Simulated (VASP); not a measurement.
Here is a VASP 6.6.1 calculation.

The input POSCAR:

```
GaN
1.0
    3.1830984299      0.0000000000      0.0000000000
   -1.5915492150      2.7566441030      0.0000000000
    0.0000000000      0.0000000000      5.1835962425
Ga N
2 2
Direct
    0.3333333333      0.6666666667      1.0135788241
    0.6666666667      0.3333333333      0.4846413851
    0.3333333333      0.6666666667      0.3772130611
    0.6666666667      0.3333333333      0.8745667297
```

File INCAR.step1:

```
SYSTEM = GaN
PREC = Accurate ; ENCUT = 520
ISMEAR = 0 ; SIGMA = 0.05
LREAL = .False. ; LASPH = .True.
NELM = 80 ; NBANDS = 26
GGA = PE ; ALGO = Normal
EDIFF = 1E-4 ; LWAVE = .True.
LCHARG = .False.
```

INCAR.step2

```
SYSTEM = GaN
PREC = Accurate ; ENCUT = 520
EDIFF = 1E-6 ; ISMEAR = 0
SIGMA = 0.05 ; LREAL = .False.
LASPH = .True. ; NELM = 80
ALGO = Normal ; ISIF = 2
LWAVE = .False. ; LCHARG = .True.
METAGGA = R2SCAN ; LMIXTAU = .True.
LELF = .True. ; LVHAR = .True.
NBANDS = 26 ; ISTART = 1
```

Contents of KPOINTS:

```
regular mesh
0
Gamma
  12 12 6
  0 0 0
```

Potentials or basis: VASP PAW PBE potentials, release 64 (Ga_d, N).

Command:

```bash
$ cat potpaw_PBE.64/Ga_d/POTCAR potpaw_PBE.64/N/POTCAR > POTCAR
$ cp INCAR.step1 INCAR
$ mpirun -np 1 vasp_std > vasp.out
$ cp INCAR.step2 INCAR
$ mpirun -np 1 vasp_std > vasp.out
```

Question: What does it give for the largest force?

Answer: 2.386 eV/Å.

Question: Predict the pressure.

Answer: 1.9 GPa.

Question: Estimate the band gap on the k mesh.

Answer: 2.06 eV, direct.

Forces in eV/Å, atoms in the order of the input:
```
Ga   0.000  0.000 -2.386
Ga   0.000  0.000  2.005
N    0.000  0.000  0.182
N    0.000  0.000  0.200
```

Caveat: the cell differs from its parent crystal (mode 6 (335.5 1/cm) frozen in, largest displacement +0.075 Å); the PAW data sets were made with another functional, which shifts forces and pressure a little.
